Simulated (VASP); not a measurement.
# C (Fd-3m) in VASP: notebook

C is run at these levels: PBE, LDA; tasks: single point.

All numbers are computed with VASP 6.6.1; they aren't measurements. Logs are shortened: lines on timing, memory, paths and dates and some standing lists are left out, and cuts for length are marked.

### 1 The cell of the first run

It takes space group Fd-3m (No. 227, cubic). Conventional cell: a = 3.567 Å, b = 3.567 Å, c = 3.567 Å, α = 90.00°, β = 90.00°, γ = 90.00°. Within 2.1 Å of C (site symmetry -43m) lie 4 C at 1.54 Å.

### 2 Single point, PBE

INCAR

```
SYSTEM = C
PREC = Accurate ; ENCUT = 520
EDIFF = 1E-6 ; ISMEAR = 0
SIGMA = 0.02 ; LREAL = .FALSE.
LASPH = .TRUE. ; NELM = 60
ALGO = Normal ; ISIF = 2
LWAVE = .FALSE. ; LCHARG = .TRUE.
GGA = PE ; LELF = .TRUE.
LVHAR = .TRUE. ; NBANDS = 11
```

KPOINTS

```
regular mesh
0
G
  13 13 13
  0 0 0
```

POSCAR

```
C
1.0
    0.0000000000      1.7833700000      1.7833700000
    1.7833700000      0.0000000000      1.7833700000
    1.7833700000      1.7833700000      0.0000000000
C
2
Direct
    0.7500000000      0.7500000000      0.7500000000
    0.5000000000      0.5000000000      0.5000000000
```

Potentials or basis: VASP PAW PBE potentials, release 64 (C).

Started as:

```bash
$ cat potpaw_PBE.64/C/POTCAR > POTCAR
$ mpirun -np 1 vasp_std > vasp.out
```

OUTCAR:

```text
SYSTEM = C
   PREC = Accurate
   ENCUT = 520
   EDIFF = 1E-6
   ISMEAR = 0
   LREAL = .FALSE.
   LASPH = .TRUE.
   NELM = 60
   ISIF = 2
   GGA = PE

 ion  position               nearest neighbor table
   1  0.750  0.750  0.750-   2 1.54   2 1.54   2 1.54   2 1.54
   2  0.500  0.500  0.500-   1 1.54   1 1.54   1 1.54   1 1.54

  LATTYP: Found a face centered cubic cell.
 ALAT       =     3.5667400000

  Lattice vectors:

 A1 = (   0.0000000000,   1.7833700000,   1.7833700000)
 A2 = (   1.7833700000,   0.0000000000,   1.7833700000)
 A3 = (   1.7833700000,   1.7833700000,   0.0000000000)

Analysis of symmetry for initial positions (statically):
=====================================================================
 Subroutine PRICEL returns:
 Original cell was already a primitive cell.

 Routine SETGRP: Setting up the symmetry group for a
 face centered cubic supercell.

 Subroutine GETGRP returns: Found 48 space group operations
 (whereof 24 operations were pure point group operations)
 out of a pool of 48 trial point group operations.

The static configuration has the point symmetry T_d .
 The point group associated with its full space group is O_h .

Analysis of symmetry for dynamics (positions and initial velocities):
=====================================================================
 Subroutine PRICEL returns:
 Original cell was already a primitive cell.

 Routine SETGRP: Setting up the symmetry group for a
 face centered cubic supercell.

 Subroutine GETGRP returns: Found 48 space group operations
 (whereof 24 operations were pure point group operations)
 out of a pool of 48 trial point group operations.

The dynamic configuration has the point symmetry T_d .
 The point group associated with its full space group is O_h .

 Subroutine INISYM returns: Found 48 space group operations
 (whereof 24 operations are pure point group operations),
 and found     1 'primitive' translations

----------------------------------------------------------------------------------------

                                     Primitive cell

  volume of cell :      11.3437

  direct lattice vectors                    reciprocal lattice vectors
     0.000000000  1.783370000  1.783370000    -0.280368067  0.280368067  0.280368067
     1.783370000  0.000000000  1.783370000     0.280368067 -0.280368067  0.280368067
     1.783370000  1.783370000  0.000000000     0.280368067  0.280368067 -0.280368067

  length of vectors
     2.522066041  2.522066041  2.522066041     0.485611737  0.485611737  0.485611737

  position of ions in fractional coordinates (direct lattice)
     0.750000000  0.750000000  0.750000000
     0.500000000  0.500000000  0.500000000

  ion indices of the primitive-cell ions
   primitive index   ion index
                 1           1
                 2           2

----------------------------------------------------------------------------------------

 KPOINTS: regular mesh

Automatic generation of k-mesh.
 Grid dimensions read from file:
 generate k-points for:   13   13   13

 Generating k-lattice:

  Cartesian coordinates                     Fractional coordinates (reciprocal lattice)
    -0.021566774  0.021566774  0.021566774     0.076923077  0.000000000  0.000000000
     0.021566774 -0.021566774  0.021566774     0.000000000  0.076923077  0.000000000
     0.021566774  0.021566774 -0.021566774     0.000000000  0.000000000  0.076923077

  Length of vectors
     0.037354749  0.037354749  0.037354749

  Shift w.r.t. Gamma in fractional coordinates (k-lattice)
     0.000000000  0.000000000  0.000000000

 Subroutine IBZKPT returns following result:
 ===========================================

 Found     84 irreducible k-points:

 Following reciprocal coordinates:
            Coordinates               Weight
  0.000000  0.000000  0.000000      1.000000
  0.076923  0.000000  0.000000      8.000000
  0.153846  0.000000  0.000000      8.000000
  0.230769  0.000000  0.000000      8.000000
  0.307692  0.000000  0.000000      8.000000
  0.384615  0.000000  0.000000      8.000000
[... 16 lines left out ...]
  0.384615  0.153846  0.000000     24.000000
  0.461538  0.153846  0.000000     24.000000
 [... further k-points ...]
   k-points           NKPTS =     84   k-points in BZ     NKDIM =     84   number of bands    NBANDS=     11
   number of dos      NEDOS =    301   number of ions     NIONS =      2
   total plane-waves  NPLWV =   8000
   dimension x,y,z NGX =    20 NGY =   20 NGZ =   20
   dimension x,y,z NGXF=    40 NGYF=   40 NGZF=   40
   ions per type =               2
   NGX,Y,Z   is equivalent  to a cutoff of  13.18, 13.18, 13.18 a.u.
   NGXF,Y,Z  is equivalent  to a cutoff of  26.37, 26.37, 26.37 a.u.
 SYSTEM =  C
   PREC   = accura    normal or accurate (medium, high low for compatibility)
   ISTART =      0    job   : 0-new  1-cont  2-samecut
   ICHARG =      2    charge: 1-file 2-atom 10-const
   ISPIN  =      1    spin polarized calculation?
   LNONCOLLINEAR =      F non collinear calculations
   LSORBIT =      F    spin-orbit coupling
   LASPH  =      T    aspherical Exc in radial PAW
   ENCUT  =  520.0 eV  38.22 Ry    6.18 a.u.   4.69  4.69  4.69*2*pi/ulx,y,z
   NELM   =     60;   NELMIN=  2; NELMDL= -5     # of ELM steps
   EDIFF  = 0.1E-05   stopping-criterion for ELM
   LREAL  =      F    real-space projection
   EDIFFG = 0.1E-04   stopping-criterion for IOM
   NSW    =      0    number of steps for IOM
   IBRION =     -1    ionic relax: 0-MD 1-quasi-New 2-CG
   NFREE  =      0    steps in history (QN), initial steepest desc. (CG)
   ISIF   =      2    stress and relaxation
   ISYM   =      2    0-nonsym 1-usesym 2-fastsym
   POTIM  = 0.5000    time-step for ionic-motion
   TEBEG  =    0.0;   TEEND  =   0.0 temperature during run
   PSTRESS=    0.0 pullay stress
   NELECT =       8.0000    total number of electrons
   NUPDOWN=      -1.0000    fix difference up-down
   EMIN   =  10.00;   EMAX   =-10.00  energy-range for DOS
   EFERMI =   0.00;   METHOD = LEGACY
   ISMEAR =     0;   SIGMA  =   0.02  broadening in eV -4-tet -1-fermi 0-gaus
   EFERMI_NEDOS =   21; number of points for ismear=-14 and -15
   IALGO  =     38    algorithm
   IMIX   =      4    mixing-type and parameters
     AMIX     =   0.40;   BMIX     =  1.00
     AMIX_MAG =   1.60;   BMIX_MAG =  1.00
  volume/ion in A,a.u.               =       5.67        38.28
  Fermi-wavevector in a.u.,A,eV,Ry     =   1.457203  2.753714 28.891161  2.123440
  Thomas-Fermi vector in A             =   2.574032
   LORBIT       =      0    0 simple, 1 ext, 2 COOP (PROOUT), +10 PAW based schemes
   GGA     = PE    functional components
   LHFCALC =     F    Hartree Fock is set to
   AEXX    =    0.0000 exact exchange contribution
   IVDW    =     0    specifies the selected vdW correction
   LEPSILON=     F    determine dielectric tensor
   LRPA    =     F    only Hartree local field effects (RPA)
 non-spin polarized calculation
 Gauss-broadening in eV      SIGMA  =   0.02
  energy-cutoff  :      520.00
  volume of cell :       11.34
 maximum number of plane-waves:       322
   NGX =  9   NGY =  9   NGZ =  9

 number of electron       7.9999999 magnetization

 Free energy of the ion-electron system (eV)
  ---------------------------------------------------
  ext. energy  EPLUGINS =         0.00000000
  ---------------------------------------------------
  free energy    TOTEN  =       -18.18525573 eV

  energy without entropy =      -18.18525573  energy(sigma->0) =      -18.18525573

 E-fermi :   9.8941     XC(G=0): -13.2509

 val. band max:        9.7301062733   @ k =   0.0000   0.0000   0.0000
 cond. band min:      13.8718908178   @ k =   0.3846   0.3846   0.0000
 fundamental gap:      4.1417845445
 Fermi energy:         9.8941006824

 k-point     1 :       0.0000    0.0000    0.0000
  band No.  band energies     occupation
      1     -11.7473      2.00000
      2       9.7301      2.00000
      3       9.7301      2.00000
      4       9.7301      2.00000
      5      15.3200      0.00000
      6      15.3200      0.00000
      7      15.3200      0.00000
      8      23.0620      0.00000
      9      29.0239      0.00000
     10      36.2645      0.00000
     11      36.2645      0.00000

 k-point     2 :       0.0769    0.0000    0.0000
  band No.  band energies     occupation
      1     -11.5833      2.00000
      2       8.6648      2.00000
      3       9.4513      2.00000
      4       9.4513      2.00000
      5      15.6850      0.00000
      6      15.6850      0.00000
      7      15.9487      0.00000
      8      23.2029      0.00000
      9      29.3001      0.00000
     10      34.3031      0.00000
     11      34.3031      0.00000

 k-point     3 :       0.1538    0.0000    0.0000
  band No.  band energies     occupation
      1     -11.0932      2.00000
      2       6.3968      2.00000
      3       8.8227      2.00000
      4       8.8227      2.00000
      5      16.5125      0.00000
      6      16.5125      0.00000
      7      16.9738      0.00000
      8      23.6118      0.00000
      9      29.9143      0.00000
     10      32.7178      0.00000
     11      32.7178      0.00000

 k-point     4 :       0.2308    0.0000    0.0000
  band No.  band energies     occupation
      1     -10.2829      2.00000
      2       3.7968      2.00000
      3       8.1417      2.00000
      4       8.1417      2.00000
      5      17.3487      0.00000
      6      17.3487      0.00000
      7      17.7355      0.00000
      8      24.2082      0.00000
      9      30.3783      0.00000
     10      32.1086      0.00000
     11      32.1086      0.00000

 k-point     5 :       0.3077    0.0000    0.0000
  band No.  band energies     occupation
      1      -9.1661      2.00000
      2       1.1964      2.00000
      3       7.5663      2.00000
      4       7.5663      2.00000
      5      17.8994      0.00000
      6      17.8994      0.00000
      7      18.1967      0.00000
      8      24.8145      0.00000
      9      30.5926      0.00000
     10      32.5822      0.00000
     11      32.5822      0.00000
[... 211 lines left out ...]
 k-point    21 :       0.2308    0.1538    0.0000
  band No.  band energies     occupation
      1     -10.2812      2.00000
      2       5.5267      2.00000
      3       6.6972      2.00000
      4       7.4122      2.00000
      5      14.9456      0.00000
      6      19.3980      0.00000
      7      19.4397      0.00000
      8      22.0508      0.00000
      9      29.6260      0.00000
     10      30.9905      0.00000
     11      36.6878      0.00000

 k-point    22 :       0.3077    0.1538    0.0000
  band No.  band energies     occupation
      1      -9.3724      2.00000
      2       3.1492      2.00000
      3       6.1630      2.00000
      4       6.7617      2.00000
      5      15.6934      0.00000
      6      20.0814      0.00000
      7      20.1767      0.00000
      8      21.8253      0.00000
      9      30.3304      0.00000
     10      31.2994      0.00000
     11      36.3358      0.00000

 k-point    23 :       0.3846    0.1538    0.0000
  band No.  band energies     occupation
      1      -8.1692      2.00000
      2       0.7340      2.00000
      3       5.8672      2.00000
      4       5.9945      2.00000
      5      16.3807      0.00000
      6      20.4424      0.00000
      7      20.4561      0.00000
      8      22.3879      0.00000
      9      30.9593      0.00000
     10      31.6652      0.00000
     11      36.7103      0.00000

 k-point    24 :       0.4615    0.1538    0.0000
  band No.  band energies     occupation
      1      -6.7339      2.00000
      2      -1.5075      2.00000
      3       5.2987      2.00000
      4       5.8280      2.00000
      5      16.8132      0.00000
      6      20.3145      0.00000
      7      20.6233      0.00000
      8      23.6483      0.00000
      9      30.3377      0.00000
     10      33.0166      0.00000
     11      36.8014      0.00000

 [... further k-points ...]
[... 5 lines left out ...]
  --------------------------------------------------------------------------------------
  -------------------------------------------------------------------------------------
  Total        0.1739825      0.1739825      0.1739825     -0.0000000     -0.0000000      0.0000000
  in kB       24.5732070     24.5732070     24.5732070     -0.0000000     -0.0000000      0.0000000
  external PRESSURE =      24.5732070 kB  Pullay stress =       0.0000000 kB

 VOLUME and BASIS-vectors are now :
 -----------------------------------------------------------------------------
  energy-cutoff  :      520.00
  volume of cell :       11.34
      direct lattice vectors                 reciprocal lattice vectors
     0.000000000  1.783370000  1.783370000    -0.280368067  0.280368067  0.280368067
     1.783370000  0.000000000  1.783370000     0.280368067 -0.280368067  0.280368067
     1.783370000  1.783370000  0.000000000     0.280368067  0.280368067 -0.280368067

 POSITION                                       TOTAL-FORCE (eV/Angst)
 -----------------------------------------------------------------------------------
      2.67505      2.67505      2.67505         0.000000      0.000000      0.000000
      1.78337      1.78337      1.78337        -0.000000     -0.000000     -0.000000
 -----------------------------------------------------------------------------------
    total drift:                                0.000000     -0.000000      0.000000

  FREE ENERGIE OF THE ION-ELECTRON SYSTEM (eV)
  ---------------------------------------------------
  free  energy   TOTEN  =       -18.1852557273 eV

  energy  without entropy=      -18.1852557273  energy(sigma->0) =      -18.18525573
```

Run time: 6.9 s. Hardware: 1 thread of Intel Xeon Platinum 8488C (Sapphire Rapids), shared host; peak memory 0.12 GiB.

Results:

```yaml
Free_energy: -18.1853 eV
Pressure: 2.5 GPa
Band_gap_on_the_k_mesh: 4.14 eV, indirect (least direct gap 5.59 eV)
```

A k mesh can miss the band edges. A hybrid or GW would open this gap; PBE tends to underestimate it.

### 3 Single point, PBE

INCAR

```
PREC = Accurate
ENCUT = 520
EDIFF = 1E-7
ISMEAR = 0
SIGMA = 0.016
LREAL = False
LASPH = True
NELM = 60
ALGO = Normal
ISIF = 2
LWAVE = False
LCHARG = False
GGA = PE
NBANDS = 11
```

KPOINTS

```
Automatic mesh
0
Gamma
  13 13 13
```

POSCAR is that of step 2.

Potentials or basis: VASP PAW PBE potentials, release 64 (C).

Started as:

```bash
$ cat potpaw_PBE.64/C/POTCAR > POTCAR
$ mpirun -np 1 vasp_std > vasp.out
```

Wall time 7.3 s (1 thread of Intel Xeon Platinum 8488C (Sapphire Rapids), shared host); peak memory 0.12 GiB.

Results (log left out):

```yaml
Free_energy: -18.1853 eV
Pressure: 2.5 GPa
Band_gap_on_the_k_mesh: 4.14 eV, indirect (least direct gap 5.59 eV)
```

Levels at points of the mesh, in eV from the valence-band top:
| k point | band 2 | band 3 | band 4 | band 5 | band 6 | band 7 |
| --- | --- | --- | --- | --- | --- | --- |
| (0.00, 0.00, 0.00) | 0.00 | 0.00 | 0.00 | 5.59 | 5.59 | 5.59 |

### 4 Single point, LDA

INCAR

```
SYSTEM = C
PREC = Accurate
ENCUT = 520
EDIFF = 1E-6
ISMEAR = -1
SIGMA = 0.05
LREAL = .FALSE.
LASPH = .TRUE.
NELM = 100
ALGO = Normal
ISIF = 2
LWAVE = .FALSE.
LCHARG = .TRUE.
LELF = .TRUE.
LVHAR = .TRUE.
NBANDS = 11
```

KPOINTS

```
regular mesh
0
G
  13 13 13
  0 0 0
```

POSCAR is that of step 3.

Potentials or basis: VASP PAW LDA potentials, release 64 (C).

Started as:

```bash
$ cat potpaw_LDA.64/C/POTCAR > POTCAR
$ mpirun -np 1 vasp_std > vasp.out
```

Wall time 6.9 s (1 thread of Intel Xeon Platinum 8488C (Sapphire Rapids), shared host); peak memory 0.11 GiB.

It converged, with:

```
Free energy            : -20.2353 eV
Pressure               : -11.6 GPa
Band gap on the k mesh : 4.11 eV, indirect (least direct gap 5.54 eV)
```

Levels at points of the mesh, in eV from the valence-band top:
```
           k point  band 1  band 2  band 3  band 4  band 5  band 6  band 7  band 8
(0.00, 0.00, 0.00)  -21.32    0.00    0.00    0.00    5.54    5.54    5.54   13.56
```

A k mesh can miss the band edges.

### 5 Single point, PBE

INCAR

```
  ALGO = Normal
  EDIFF = 1E-7
  ENCUT = 520
  GGA = PE
  ISIF = 2
  ISMEAR = 0
  LASPH = True
  LCHARG = False
  LREAL = False
  LWAVE = False
  NBANDS = 11
  NELM = 60
  PREC = Accurate
  SIGMA = 0.022
```

KPOINTS

```
k-points
0
Gamma
  13 13 13
```

POSCAR is that of step 4.

Potentials or basis: VASP PAW PBE potentials, release 64 (C).

Started as:

```bash
$ cat potpaw_PBE.64/C/POTCAR > POTCAR
$ mpirun -np 1 vasp_std > vasp.out
```

Wall time 9.1 s (1 thread of Intel Xeon Platinum 8488C (Sapphire Rapids), shared host); peak memory 0.11 GiB.

Results (log left out):

| Item | Value |
| --- | --- |
| Free energy | -18.1853 eV |
| Pressure | 2.5 GPa |
| Band gap on the k mesh | 4.14 eV, indirect (least direct gap 5.59 eV) |

Levels at points of the mesh, in eV from the valence-band top:
| k point | band 1 | band 2 | band 3 | band 4 | band 5 | band 6 | band 7 | band 8 | band 9 |
| --- | --- | --- | --- | --- | --- | --- | --- | --- | --- |
| (0.00, 0.00, 0.00) | -21.48 | 0.00 | 0.00 | 0.00 | 5.59 | 5.59 | 5.59 | 13.33 | 19.29 |

### 6 Single point, LDA

This run uses another cell than the first one, of 5.33 Å³/atom, 0.940 times its volume.

INCAR

```
PREC = Accurate
ENCUT = 520
EDIFF = 1E-6
ISMEAR = 0
SIGMA = 0.05
LREAL = False
LASPH = True
NELM = 80
ALGO = Normal
ISIF = 2
LWAVE = False
LCHARG = True
LELF = True
LVHAR = True
NBANDS = 11
```

KPOINTS

```
Automatic mesh
0
Gamma
  13 13 13
```

POSCAR

```
C
1.0
    0.0000000000      1.7469644787      1.7469644787
    1.7469644787      0.0000000000      1.7469644787
    1.7469644787      1.7469644787      0.0000000000
C
2
Direct
    0.7500000000      0.7500000000      0.7500000000
    0.5000000000      0.5000000000      0.5000000000
```

Potentials or basis: VASP PAW LDA potentials, release 64 (C).

Started as:

```bash
$ cat potpaw_LDA.64/C/POTCAR > POTCAR
$ mpirun -np 1 vasp_std > vasp.out
```

Run time: 8.1 s. Hardware: 1 thread of Intel Xeon Platinum 8259CL at 2.50GHz (Skylake/Cascade Lake), shared host; peak memory 0.11 GiB.

The run converged. Its results:

* Free energy: -20.2237 eV
* Pressure: 17.8 GPa
* Band gap on the k mesh: 4.26 eV, indirect (least direct gap 5.72 eV)

Levels at points of the mesh, in eV from the valence-band top:
```
           k point  band 2  band 3  band 4  band 5  band 6  band 7
(0.00, 0.00, 0.00)    0.00    0.00    0.00    5.72    5.72    5.72
```

A k mesh can miss the band edges.

### 7 Overview

| level | potentials or basis | cell | smearing | gap on the mesh (eV) | pressure (GPa) |
| --- | --- | --- | --- | --- | --- |
| PBE | VASP PAW PBE potentials, release 64 (C) | a = 2.522 Å, angles 60.0°, 2 atoms | gaussian 0.02 eV | 4.14 | 2.5 |
| PBE | VASP PAW PBE potentials, release 64 (C) | a = 2.522 Å, angles 60.0°, 2 atoms | gaussian 0.016 eV | 4.14 | 2.5 |
| LDA | VASP PAW LDA potentials, release 64 (C) | a = 2.522 Å, angles 60.0°, 2 atoms | fermi-dirac 0.05 eV | 4.11 | -11.6 |
| PBE | VASP PAW PBE potentials, release 64 (C) | a = 2.522 Å, angles 60.0°, 2 atoms | gaussian 0.022 eV | 4.14 | 2.5 |
| LDA | VASP PAW LDA potentials, release 64 (C) | a = 2.471 Å, angles 60.0°, 2 atoms | gaussian 0.05 eV | 4.26 | 17.8 |

Alike in all rows: task single point; no spin polarisation; k mesh 13 × 13 × 13; cutoff (eV) 520.

Total energies depend on the potentials used, so only differences within one code and one set of settings carry meaning.
